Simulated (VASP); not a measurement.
# Ni (Fm-3m) in VASP: notebook, part 2 of 2

VASP 6.6.1.

**4. Single point, PBE, collinear spin, ferromagnetic start**

File INCAR:

```
PREC = Accurate ; ENCUT = 600
EDIFF = 1E-6 ; ISMEAR = -1
SIGMA = 0.3 ; LREAL = F
LASPH = T ; NELM = 200
ALGO = Normal ; ISIF = 2
LWAVE = F ; LCHARG = F
ISPIN = 2 ; MAGMOM = 2
LORBIT = 11 ; LMAXMIX = 4
GGA = PE ; NBANDS = 15
GGA_COMPAT = F
```

File KPOINTS:

```
Automatic mesh
0
Gamma
  14 14 14
```

File POSCAR:

```
Ni
1.0
    0.0000000000      1.7672600000      1.7672600000
    1.7672600000      0.0000000000      1.7672600000
    1.7672600000      1.7672600000      0.0000000000
Ni
1
Direct
    0.0000000000      0.0000000000      0.0000000000
```

Potentials or basis: VASP PAW PBE potentials, release 64 (Ni).

Run with:

```console
$ cat potpaw_PBE.64/Ni/POTCAR > POTCAR
$ mpirun -np 1 vasp_std > vasp.out
```

OUTCAR:

```text
PREC = Accurate
   ENCUT = 600
   EDIFF = 1E-6
   ISMEAR = -1
   LREAL = F
   LASPH = T
   NELM = 200
   ISIF = 2
   ISPIN = 2
   LORBIT = 11
   GGA = PE

 ion  position               nearest neighbor table
   1  0.000  0.000  0.000-

  LATTYP: Found a face centered cubic cell.
 ALAT       =     3.5345200000

  Lattice vectors:

 A1 = (   0.0000000000,   1.7672600000,   1.7672600000)
 A2 = (   1.7672600000,   0.0000000000,   1.7672600000)
 A3 = (   1.7672600000,   1.7672600000,   0.0000000000)

Analysis of symmetry for initial positions (statically):
=====================================================================
 Subroutine PRICEL returns:
 Original cell was already a primitive cell.

 Routine SETGRP: Setting up the symmetry group for a
 face centered cubic supercell.

 Subroutine GETGRP returns: Found 48 space group operations
 (whereof 48 operations were pure point group operations)
 out of a pool of 48 trial point group operations.

The static configuration has the point symmetry O_h .

Analysis of symmetry for dynamics (positions and initial velocities):
=====================================================================
 Subroutine PRICEL returns:
 Original cell was already a primitive cell.

 Routine SETGRP: Setting up the symmetry group for a
 face centered cubic supercell.

 Subroutine GETGRP returns: Found 48 space group operations
 (whereof 48 operations were pure point group operations)
 out of a pool of 48 trial point group operations.

The dynamic configuration has the point symmetry O_h .

Analysis of structural, dynamic, and magnetic symmetry:
=====================================================================
 Subroutine PRICEL returns:
 Original cell was already a primitive cell.

 Routine SETGRP: Setting up the symmetry group for a
 face centered cubic supercell.

 Subroutine GETGRP returns: Found 48 space group operations
 (whereof 48 operations were pure point group operations)
 out of a pool of 48 trial point group operations.

The overall configuration has the point symmetry O_h .

 Subroutine INISYM returns: Found 48 space group operations
 (whereof 48 operations are pure point group operations),
 and found     1 'primitive' translations

----------------------------------------------------------------------------------------

                                     Primitive cell

  volume of cell :      11.0390

  direct lattice vectors                    reciprocal lattice vectors
     0.000000000  1.767260000  1.767260000    -0.282923848  0.282923848  0.282923848
     1.767260000  0.000000000  1.767260000     0.282923848 -0.282923848  0.282923848
     1.767260000  1.767260000  0.000000000     0.282923848  0.282923848 -0.282923848

  length of vectors
     2.499283060  2.499283060  2.499283060     0.490038480  0.490038480  0.490038480

  position of ions in fractional coordinates (direct lattice)
     0.000000000  0.000000000  0.000000000

  ion indices of the primitive-cell ions
   primitive index   ion index
                 1           1

----------------------------------------------------------------------------------------

 KPOINTS: Automatic mesh

Automatic generation of k-mesh.
 Grid dimensions read from file:
 generate k-points for:   14   14   14

 Generating k-lattice:

  Cartesian coordinates                     Fractional coordinates (reciprocal lattice)
    -0.020208846  0.020208846  0.020208846     0.071428571  0.000000000  0.000000000
[... 71 lines left out ...]
   NUPDOWN=      -1.0000    fix difference up-down
   EMIN   =  10.00;   EMAX   =-10.00  energy-range for DOS
   EFERMI =   0.00;   METHOD = LEGACY
   ISMEAR =    -1;   SIGMA  =   0.30  broadening in eV -4-tet -1-fermi 0-gaus
   EFERMI_NEDOS =   21; number of points for ismear=-14 and -15
   IALGO  =     38    algorithm
   IMIX   =      4    mixing-type and parameters
     AMIX     =   0.40;   BMIX     =  1.00
     AMIX_MAG =   1.60;   BMIX_MAG =  1.00
  volume/ion in A,a.u.               =      11.04        74.50
  Fermi-wavevector in a.u.,A,eV,Ry     =   1.584034  2.993389 34.139227  2.509162
  Thomas-Fermi vector in A             =   2.683713
   LORBIT       =     11    0 simple, 1 ext, 2 COOP (PROOUT), +10 PAW based schemes
   GGA     = PE    functional components
   LHFCALC =     F    Hartree Fock is set to
   AEXX    =    0.0000 exact exchange contribution
   IVDW    =     0    specifies the selected vdW correction
   LEPSILON=     F    determine dielectric tensor
   LRPA    =     F    only Hartree local field effects (RPA)
 spin polarized calculation
  energy-cutoff  :      600.00
  volume of cell :       11.04
 maximum number of plane-waves:       378
   NGX =  9   NGY =  9   NGZ =  9

 number of electron      10.0000010 magnetization       0.0009647

 Free energy of the ion-electron system (eV)
  ---------------------------------------------------
  ext. energy  EPLUGINS =         0.00000000
  ---------------------------------------------------
  free energy    TOTEN  =        -5.71701047 eV

  energy without entropy =       -5.23816121  energy(sigma->0) =       -5.47758584

 E-fermi :   9.1740     XC(G=0): -13.1722

 val. band max:        9.1368222215   @ k =  -0.2857   0.5000   0.2143
 cond. band min:       9.1934630981   @ k =  -0.3571   0.0714   0.0000
 fundamental gap:      0.0566408766
 Fermi energy:         9.1739634516

 spin component 1

 k-point     1 :       0.0000    0.0000    0.0000
  band No.  band energies     occupation
      1       0.2453      1.00000
      2       7.1632      0.99877
      3       7.1632      0.99877
      4       7.1632      0.99877
      5       8.2265      0.95923
      6       8.2265      0.95923
      7      32.6946      0.00000
      8      36.5097      0.00000
      9      36.5097      0.00000
     10      36.5097      0.00000
     11      39.4665      0.00000
     12      39.4665      0.00000
     13      39.4665      0.00000
     14      42.3358      0.00000
[... 403 lines left out ...]
      4       7.6380      0.99406
      5       8.2268      0.95919
      6       8.5785      0.87919
      7      24.5988      0.00000
      8      30.0424      0.00000
      9      30.7692      0.00000
     10      33.4123      0.00000
     11      38.3890      0.00000
     12      42.4054      0.00000
     13      44.3561      0.00000
     14      46.4800      0.00000
     15      50.8978      0.00000

 [... further k-points ...]

 spin component 2

 k-point     1 :       0.0000    0.0000    0.0000
  band No.  band energies     occupation
      1       0.2452      1.00000
      2       7.1643      0.99877
      3       7.1643      0.99877
      4       7.1643      0.99877
      5       8.2275      0.95911
      6       8.2275      0.95911
      7      32.6943      0.00000
      8      36.5097      0.00000
      9      36.5097      0.00000
     10      36.5097      0.00000
     11      39.4664      0.00000
     12      39.4664      0.00000
     13      39.4664      0.00000
     14      42.3361      0.00000
[... 403 lines left out ...]
      4       7.6390      0.99404
      5       8.2278      0.95906
      6       8.5795      0.87883
      7      24.5989      0.00000
      8      30.0425      0.00000
      9      30.7692      0.00000
     10      33.4124      0.00000
     11      38.3893      0.00000
     12      42.4053      0.00000
     13      44.3559      0.00000
     14      46.4800      0.00000
     15      50.8979      0.00000

 [... further k-points ...]

------------------------ aborting loop because EDIFF is reached ----------------------------------------

  FORCE on cell =-STRESS in cart. coord.  units (eV):
  Direction    XX          YY          ZZ          XY          YZ          ZX
  --------------------------------------------------------------------------------------
  -------------------------------------------------------------------------------------
  Total       -0.0354869     -0.0354869     -0.0354869     -0.0000000     -0.0000000      0.0000000
  in kB       -5.1504687     -5.1504687     -5.1504687     -0.0000000     -0.0000000      0.0000000
  external PRESSURE =      -5.1504687 kB  Pullay stress =       0.0000000 kB

 VOLUME and BASIS-vectors are now :
 -----------------------------------------------------------------------------
  energy-cutoff  :      600.00
  volume of cell :       11.04
      direct lattice vectors                 reciprocal lattice vectors
     0.000000000  1.767260000  1.767260000    -0.282923848  0.282923848  0.282923848
     1.767260000  0.000000000  1.767260000     0.282923848 -0.282923848  0.282923848
     1.767260000  1.767260000  0.000000000     0.282923848  0.282923848 -0.282923848

 POSITION                                       TOTAL-FORCE (eV/Angst)
 -----------------------------------------------------------------------------------
      0.00000      0.00000      0.00000        -0.000000      0.000000     -0.000000
 -----------------------------------------------------------------------------------
    total drift:                                0.000000      0.000000      0.000000

  FREE ENERGIE OF THE ION-ELECTRON SYSTEM (eV)
  ---------------------------------------------------
  free  energy   TOTEN  =        -5.7170104706 eV

  energy  without entropy=       -5.2381612053  energy(sigma->0) =       -5.47758584

 total charge

# of ion       s       p       d       tot
------------------------------------------
    1        0.492   0.486   8.307   9.285

 magnetization (x)

# of ion       s       p       d       tot
------------------------------------------
    1       -0.000  -0.000   0.001   0.001
```

stdout:

```text
POSCAR found type information on POSCAR Ni
 POSCAR found :  1 types and       1 ions
 scaLAPACK will be used
 LDA part: xc-table for (Slater+PW92), standard interpolation
 POSCAR, INCAR and KPOINTS ok, starting setup
 FFT: planning ... GRIDC
 FFT: planning ... GRID_SOFT
 FFT: planning ... GRID
 WAVECAR not read
 entering main loop
```

Run time: 21 s. Hardware: 1 thread of Intel Xeon 6975P-C (Granite Rapids), shared host; peak memory 0.15 GiB.

Results:

```
Free energy                                           : -5.7170 eV
Pressure                                              : -0.5 GPa
Band gap on the k mesh                                : zero (filled and empty bands overlap)
Net moment                                            : 0.00 μB per cell
Valence electrons inside the program's atomic spheres : Ni 9.29
```

Caveat: so wide a smearing shifts energies and pressures.

**5. Single point, PBE, collinear spin, ferromagnetic start**

File INCAR:

```
SYSTEM = Ni
PREC     = Accurate       ! precision mode
ENCUT    = 600            ! plane-wave cutoff, eV
EDIFF    = 1E-6           ! SCF threshold, eV
ISMEAR   = -1             ! smearing method
SIGMA    = 0.003          ! smearing width, eV
LREAL    = .False.        ! projectors in reciprocal space
LASPH    = .True.         ! aspherical terms in the spheres
NELM     = 200            ! most SCF steps
ALGO     = Normal         ! electronic algorithm
ISIF     = 2              ! what is computed and relaxed
LWAVE    = .False.        ! write WAVECAR
LCHARG   = .False.        ! write CHGCAR
ISPIN    = 2              ! spin polarisation
MAGMOM   = 2              ! initial moments
LORBIT   = 11             ! projections on sites
LMAXMIX  = 4              ! l up to which the mixer works
GGA      = PE             ! functional
NBANDS   = 15             ! bands
GGA_COMPAT= .False.
```

File KPOINTS:

```
Automatic mesh
0
Gamma
  14 14 14
  0 0 0
```

POSCAR is that of step 4.

Potentials or basis: VASP PAW PBE potentials, release 64 (Ni).

Run with:

```console
$ cat potpaw_PBE.64/Ni/POTCAR > POTCAR
$ mpirun -np 1 vasp_std > vasp.out
```

OUTCAR:

```text
SYSTEM = Ni
   PREC = Accurate
   ENCUT = 600
   EDIFF = 1E-6
   ISMEAR = -1
   LREAL = .False.
   LASPH = .True.
   NELM = 200
   ISIF = 2
   ISPIN = 2
   LORBIT = 11
   GGA = PE

 ion  position               nearest neighbor table
   1  0.000  0.000  0.000-

  LATTYP: Found a face centered cubic cell.
 ALAT       =     3.5345200000

  Lattice vectors:

 A1 = (   0.0000000000,   1.7672600000,   1.7672600000)
 A2 = (   1.7672600000,   0.0000000000,   1.7672600000)
 A3 = (   1.7672600000,   1.7672600000,   0.0000000000)

Analysis of symmetry for initial positions (statically):
=====================================================================
 Subroutine PRICEL returns:
 Original cell was already a primitive cell.

 Routine SETGRP: Setting up the symmetry group for a
 face centered cubic supercell.

 Subroutine GETGRP returns: Found 48 space group operations
 (whereof 48 operations were pure point group operations)
 out of a pool of 48 trial point group operations.

The static configuration has the point symmetry O_h .

Analysis of symmetry for dynamics (positions and initial velocities):
=====================================================================
 Subroutine PRICEL returns:
 Original cell was already a primitive cell.

 Routine SETGRP: Setting up the symmetry group for a
 face centered cubic supercell.

 Subroutine GETGRP returns: Found 48 space group operations
 (whereof 48 operations were pure point group operations)
 out of a pool of 48 trial point group operations.

The dynamic configuration has the point symmetry O_h .

Analysis of structural, dynamic, and magnetic symmetry:
=====================================================================
 Subroutine PRICEL returns:
 Original cell was already a primitive cell.

 Routine SETGRP: Setting up the symmetry group for a
 face centered cubic supercell.

 Subroutine GETGRP returns: Found 48 space group operations
 (whereof 48 operations were pure point group operations)
 out of a pool of 48 trial point group operations.

The overall configuration has the point symmetry O_h .

[... 151 lines left out ...]

 k-point     1 :       0.0000    0.0000    0.0000
  band No.  band energies     occupation
      1       0.2684      1.00000
      2       6.7956      1.00000
      3       6.7956      1.00000
      4       6.7956      1.00000
      5       7.9492      1.00000
      6       7.9492      1.00000
      7      32.7777      0.00000
      8      36.5247      0.00000
      9      36.5247      0.00000
     10      36.5247      0.00000
     11      39.4208      0.00000
     12      39.4208      0.00000
     13      39.4208      0.00000
     14      42.4101      0.00000
[... 403 lines left out ...]
      4       7.2855      1.00000
      5       7.9042      1.00000
      6       8.2701      1.00000
      7      24.5465      0.00000
      8      30.0075      0.00000
      9      30.7960      0.00000
     10      33.3847      0.00000
     11      38.3377      0.00000
     12      42.4311      0.00000
     13      44.3772      0.00000
     14      46.4805      0.00000
     15      50.8557      0.00000

 [... further k-points ...]

 spin component 2

 k-point     1 :       0.0000    0.0000    0.0000
  band No.  band energies     occupation
      1       0.2211      1.00000
      2       7.5098      1.00000
      3       7.5098      1.00000
      4       7.5098      1.00000
      5       8.4955      1.00000
      6       8.4955      1.00000
      7      32.6020      0.00000
      8      36.4964      0.00000
      9      36.4964      0.00000
     10      36.4964      0.00000
     11      39.5018      0.00000
     12      39.5018      0.00000
     13      39.5018      0.00000
     14      42.2839      0.00000
[... 403 lines left out ...]
      4       7.9675      1.00000
      5       8.5422      1.00000
      6       8.8800      1.00000
      7      24.6474      0.00000
      8      30.0736      0.00000
      9      30.7458      0.00000
     10      33.4334      0.00000
     11      38.4384      0.00000
     12      42.3808      0.00000
     13      44.3370      0.00000
     14      46.4744      0.00000
     15      50.9320      0.00000

 [... further k-points ...]
[... 5 lines left out ...]
  --------------------------------------------------------------------------------------
  -------------------------------------------------------------------------------------
  Total       -0.2116522     -0.2116522     -0.2116522     -0.0000000     -0.0000000     -0.0000000
  in kB      -30.7186406    -30.7186406    -30.7186406     -0.0000000     -0.0000000     -0.0000000
  external PRESSURE =     -30.7186406 kB  Pullay stress =       0.0000000 kB

 VOLUME and BASIS-vectors are now :
 -----------------------------------------------------------------------------
  energy-cutoff  :      600.00
  volume of cell :       11.04
      direct lattice vectors                 reciprocal lattice vectors
     0.000000000  1.767260000  1.767260000    -0.282923848  0.282923848  0.282923848
     1.767260000  0.000000000  1.767260000     0.282923848 -0.282923848  0.282923848
     1.767260000  1.767260000  0.000000000     0.282923848  0.282923848 -0.282923848

 POSITION                                       TOTAL-FORCE (eV/Angst)
 -----------------------------------------------------------------------------------
      0.00000      0.00000      0.00000         0.000000      0.000000      0.000000
 -----------------------------------------------------------------------------------
    total drift:                                0.000000      0.000000      0.000000

  FREE ENERGIE OF THE ION-ELECTRON SYSTEM (eV)
  ---------------------------------------------------
  free  energy   TOTEN  =        -5.4649810331 eV

  energy  without entropy=       -5.4649403819  energy(sigma->0) =       -5.46496071

 total charge

# of ion       s       p       d       tot
------------------------------------------
    1        0.490   0.485   8.310   9.284

 magnetization (x)

# of ion       s       p       d       tot
------------------------------------------
    1       -0.008  -0.027   0.635   0.600
```

stdout:

```text
POSCAR found type information on POSCAR Ni
 POSCAR found :  1 types and       1 ions
 scaLAPACK will be used
 LDA part: xc-table for (Slater+PW92), standard interpolation
 POSCAR, INCAR and KPOINTS ok, starting setup
 FFT: planning ... GRIDC
 FFT: planning ... GRID_SOFT
 FFT: planning ... GRID
 WAVECAR not read
 entering main loop
```

Run time: 27 s. Hardware: 1 thread of Intel Xeon 6975P-C (Granite Rapids), shared host; peak memory 0.15 GiB.

Results:

```
Free energy                                           : -5.4650 eV
Pressure                                              : -3.1 GPa
Net moment                                            : 0.58 μB per cell
Site moments                                          : Ni +0.60 μB
Valence electrons inside the program's atomic spheres : Ni 9.28
```

Caveat: the cell stands under tension.
